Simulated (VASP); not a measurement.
Crystal: Ti3Al.

```
CELL_PARAMETERS angstrom
2.92754 0.00000 0.00000
-1.46377 2.53533 0.00000
0.00000 0.00000 9.22636
ATOMIC_POSITIONS crystal
Ti 0.66667 0.33333 0.00000
Ti 0.33333 0.66667 0.75059
Ti 0.33333 0.66667 0.24941
Al 0.66667 0.33333 0.50000
```

```yaml
Program: VASP 6.6.1
Task: relaxation of cell and atoms
Functional: LDA
Potentials_or_basis: VASP PAW LDA potentials, release 64 (Ti_sv, Al)
Cutoff: 600 eV
k_mesh: 18 × 18 × 6
Occupations: gaussian, width 0.1 eV
Spin: no spin polarisation
```

At the start: pressure -7.1 GPa; volume 17.12 Å³/atom.

**Question.** Where does the relaxation end?

**Answer.** Over 17 steps the energy falls by 25.7 meV/atom and the volume is 16.03 Å³/atom (-6.4 %); space group P-6m2 (No. 187, to 0.1 Å) before and after.

Step by step:
| step | energy change (eV) | largest force (eV/Å) | pressure (GPa) | volume (Å³) |
| --- | --- | --- | --- | --- |
| 1 | 0.0000 | 0.1292 | -7.11 | 68.48 |
| 2 | -0.0483 | 0.0097 | 6.14 | 61.23 |
| 3 | -0.1020 | 0.0631 | -0.02 | 64.15 |
| 4 | -0.1020 | 0.0621 | 0.11 | 64.06 |
| 5 | -0.1028 | 0.0225 | 0.12 | 64.05 |
| 6 | -0.1028 | 0.0134 | 0.13 | 64.04 |
| 7 | -0.1028 | 0.0111 | 0.14 | 64.04 |
| 8 | -0.1029 | 0.0108 | -0.03 | 64.17 |
| 9 | -0.1029 | 0.0132 | -0.04 | 64.13 |
| 10 | -0.1029 | 0.0120 | -0.04 | 64.12 |
| 11 | -0.1029 | 0.0133 | 0.07 | 64.08 |
| 12 | -0.1029 | 0.0119 | 0.00 | 64.12 |
| 13 | -0.1029 | 0.0119 | 0.01 | 64.12 |
| 14 | -0.1029 | 0.0063 | 0.00 | 64.13 |
| 15 | -0.1029 | 0.0031 | 0.00 | 64.13 |
| 16 | -0.1029 | 0.0022 | -0.03 | 64.13 |
| 17 | -0.1029 | 0.0004 | 0.00 | 64.10 |

Final structure:
```cif
data_structure
_symmetry_space_group_name_H-M 'P 1'
_symmetry_Int_Tables_number 1
_cell_length_a 2.8598
_cell_length_b 2.8598
_cell_length_c 9.0509
_cell_angle_alpha 90.000
_cell_angle_beta 90.000
_cell_angle_gamma 120.000
_cell_volume 64.10
loop_
_atom_site_label
_atom_site_type_symbol
_atom_site_fract_x
_atom_site_fract_y
_atom_site_fract_z
_atom_site_occupancy
Ti1 Ti 0.66667 0.33333 0.00000 1
Ti2 Ti 0.33333 0.66667 0.75162 1
Ti3 Ti 0.33333 0.66667 0.24838 1
Al1 Al 0.66667 0.33333 0.50000 1
```

Caveat: the highest band is partly filled, so the run has too few bands.
